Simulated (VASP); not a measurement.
# HfN (Fm-3m) in VASP: notebook, part 2 of 2

VASP 6.6.1. The steps go on from the part before.

## Step 3: Single point, RPBE (12.44 Å³/atom)

This run uses another cell than the first one, of 12.44 Å³/atom.

The input, INCAR:

```
SYSTEM = HfN
ALGO = Normal
EDIFF = 1E-6
ENCUT = 520
GGA = RP
ISIF = 2
ISMEAR = 0
LASPH = .True.
LCHARG = .False.
LREAL = .False.
LWAVE = .False.
NBANDS = 14
NELM = 60
PREC = Accurate
SIGMA = 0.05
```

The input, KPOINTS:

```
k-points
0
Gamma
  10 10 10
  0 0 0
```

The input, POSCAR:

```
HfN
1.0
    0.0000000000      2.3173177546      2.3173177546
    2.3173177546      0.0000000000      2.3173177546
    2.3173177546      2.3173177546      0.0000000000
Hf N
1 1
Direct
    0.5000000000      0.5000000000      0.5000000000
    0.0000000000      0.0000000000      0.0000000000
```

Potentials or basis: VASP PAW PBE potentials, release 64 (Hf_pv, N).

The run is started by

```console
$ cat potpaw_PBE.64/Hf_pv/POTCAR potpaw_PBE.64/N/POTCAR > POTCAR
$ mpirun -np 1 vasp_std > vasp.out
```

OUTCAR:

```text
SYSTEM = HfN
   EDIFF = 1E-6
   ENCUT = 520
   GGA = RP
   ISIF = 2
   ISMEAR = 0
   LASPH = .True.
   LREAL = .False.
   NELM = 60
   PREC = Accurate

 ion  position               nearest neighbor table
   1  0.500  0.500  0.500-   2 2.32   2 2.32   2 2.32   2 2.32   2 2.32   2 2.32
   2  0.000  0.000  0.000-   1 2.32   1 2.32   1 2.32   1 2.32   1 2.32   1 2.32

  LATTYP: Found a face centered cubic cell.
 ALAT       =     4.6346355092

  Lattice vectors:

 A1 = (   0.0000000000,   2.3173177546,   2.3173177546)
 A2 = (   2.3173177546,   0.0000000000,   2.3173177546)
 A3 = (   2.3173177546,   2.3173177546,   0.0000000000)

Analysis of symmetry for initial positions (statically):
=====================================================================
 Subroutine PRICEL returns:
 Original cell was already a primitive cell.

 Routine SETGRP: Setting up the symmetry group for a
 face centered cubic supercell.

 Subroutine GETGRP returns: Found 48 space group operations
 (whereof 48 operations were pure point group operations)
 out of a pool of 48 trial point group operations.

The static configuration has the point symmetry O_h .

Analysis of symmetry for dynamics (positions and initial velocities):
=====================================================================
 Subroutine PRICEL returns:
 Original cell was already a primitive cell.

 Routine SETGRP: Setting up the symmetry group for a
 face centered cubic supercell.

 Subroutine GETGRP returns: Found 48 space group operations
 (whereof 48 operations were pure point group operations)
 out of a pool of 48 trial point group operations.

The dynamic configuration has the point symmetry O_h .

 Subroutine INISYM returns: Found 48 space group operations
 (whereof 48 operations are pure point group operations),
 and found     1 'primitive' translations

----------------------------------------------------------------------------------------

                                     Primitive cell

[... 120 lines left out ...]
   LRPA    =     F    only Hartree local field effects (RPA)
 non-spin polarized calculation
 Gauss-broadening in eV      SIGMA  =   0.05
  energy-cutoff  :      520.00
  volume of cell :       24.89
 maximum number of plane-waves:       692
   NGX = 13   NGY = 13   NGZ = 13

 number of electron      14.9999999 magnetization

 Free energy of the ion-electron system (eV)
  ---------------------------------------------------
  ext. energy  EPLUGINS =         0.00000000
  ---------------------------------------------------
  free energy    TOTEN  =       -20.72496674 eV

  energy without entropy =      -20.72374269  energy(sigma->0) =      -20.72435472

 E-fermi :   7.8807     XC(G=0): -12.2550

 val. band max:        7.8462788336   @ k =   0.1000   0.0000   0.0000
 cond. band min:       7.8980329788   @ k =  -0.1000   0.1000   0.0000
 fundamental gap:      0.0517541452
 Fermi energy:         7.8806630663

 k-point     1 :       0.0000    0.0000    0.0000
  band No.  band energies     occupation
      1     -23.6585      2.00000
      2     -23.6585      2.00000
      3     -23.6585      2.00000
      4      -9.2966      2.00000
      5       4.8880      2.00000
      6       4.8880      2.00000
      7       4.8880      2.00000
      8       7.5514      2.00000
      9       7.5514      2.00000
     10       7.5514      2.00000
     11       8.9182      0.00000
     12       9.6448      0.00000
     13       9.6448      0.00000
     14      17.1846      0.00000
[... 377 lines left out ...]
      1     -24.1588      2.00000
      2     -23.8561      2.00000
      3     -23.8350      2.00000
      4      -8.0474      2.00000
      5       1.4333      2.00000
      6       3.3969      2.00000
      7       3.8208      2.00000
      8       5.5608      2.00000
      9      11.5404      0.00000
     10      11.7961      0.00000
     11      12.0819      0.00000
     12      12.1196      0.00000
     13      16.1613      0.00000
     14      18.2143      0.00000

 [... further k-points ...]

------------------------ aborting loop because EDIFF is reached ----------------------------------------

  FORCE on cell =-STRESS in cart. coord.  units (eV):
  Direction    XX          YY          ZZ          XY          YZ          ZX
  --------------------------------------------------------------------------------------
  -------------------------------------------------------------------------------------
  Total       -1.7375455     -1.7375455     -1.7375455      0.0000000      0.0000000      0.0000000
  in kB     -111.8561840   -111.8561840   -111.8561840      0.0000000      0.0000000      0.0000000
  external PRESSURE =    -111.8561840 kB  Pullay stress =       0.0000000 kB

 VOLUME and BASIS-vectors are now :
 -----------------------------------------------------------------------------
  energy-cutoff  :      520.00
  volume of cell :       24.89
      direct lattice vectors                 reciprocal lattice vectors
     0.000000000  2.317317755  2.317317755    -0.215766698  0.215766698  0.215766698
     2.317317755  0.000000000  2.317317755     0.215766698 -0.215766698  0.215766698
     2.317317755  2.317317755  0.000000000     0.215766698  0.215766698 -0.215766698

 POSITION                                       TOTAL-FORCE (eV/Angst)
 -----------------------------------------------------------------------------------
      2.31732      2.31732      2.31732        -0.000000     -0.000000      0.000000
      0.00000      0.00000      0.00000         0.000000      0.000000     -0.000000
 -----------------------------------------------------------------------------------
    total drift:                                0.000000     -0.000000     -0.000000

  FREE ENERGIE OF THE ION-ELECTRON SYSTEM (eV)
  ---------------------------------------------------
  free  energy   TOTEN  =       -20.7249667417 eV

  energy  without entropy=      -20.7237426905  energy(sigma->0) =      -20.72435472
```

stdout:

```text
POSCAR found type information on POSCAR HfN
 POSCAR found :  2 types and       2 ions
 scaLAPACK will be used
 -----------------------------------------------------------------------------
|                                                                             |
|                                                                             |
|     You enforced a specific xc type in the INCAR file but a different       |
|     I HOPE YOU KNOW WHAT YOU ARE DOING!                                     |
|                                                                             |
 -----------------------------------------------------------------------------

 LDA part: xc-table for (Slater+PW92), standard interpolation
 POSCAR, INCAR and KPOINTS ok, starting setup
 FFT: planning ... GRIDC
 FFT: planning ... GRID_SOFT
 FFT: planning ... GRID
 WAVECAR not read
 entering main loop
```

Run time: 6.8 s. Hardware: 1 thread of Intel Xeon Platinum 8488C (Sapphire Rapids), shared host; peak memory 0.15 GiB.

What came out:

```yaml
Free_energy: -20.7250 eV
Pressure: -11.2 GPa
Band_gap_on_the_k_mesh: zero (an odd number of electrons rules out a gap without spin polarisation)
```

Levels at points of the mesh, in eV from the Fermi level:
| k point | band 4 | band 5 | band 6 | band 7 | band 8 | band 9 | band 10 | band 11 | band 12 | band 13 |
| --- | --- | --- | --- | --- | --- | --- | --- | --- | --- | --- |
| (0.00, 0.00, 0.00) | -17.18 | -2.99 | -2.99 | -2.99 | -0.33 | -0.33 | -0.33 | 1.04 | 1.76 | 1.76 |
| (0.50, 0.00, 0.00) | -14.89 | -8.49 | -5.85 | -5.85 | 2.91 | 3.31 | 3.31 | 3.97 | 7.93 | 7.93 |
| (0.50, 0.50, 0.00) | -16.13 | -5.46 | -3.70 | -3.70 | -3.51 | 3.67 | 4.69 | 4.93 | 4.93 | 7.06 |

Caveat: the cell stands under tension; the PAW data sets were made with another functional, which shifts forces and pressure a little; spin-orbit coupling is left out, which moves the levels of the heavy elements.
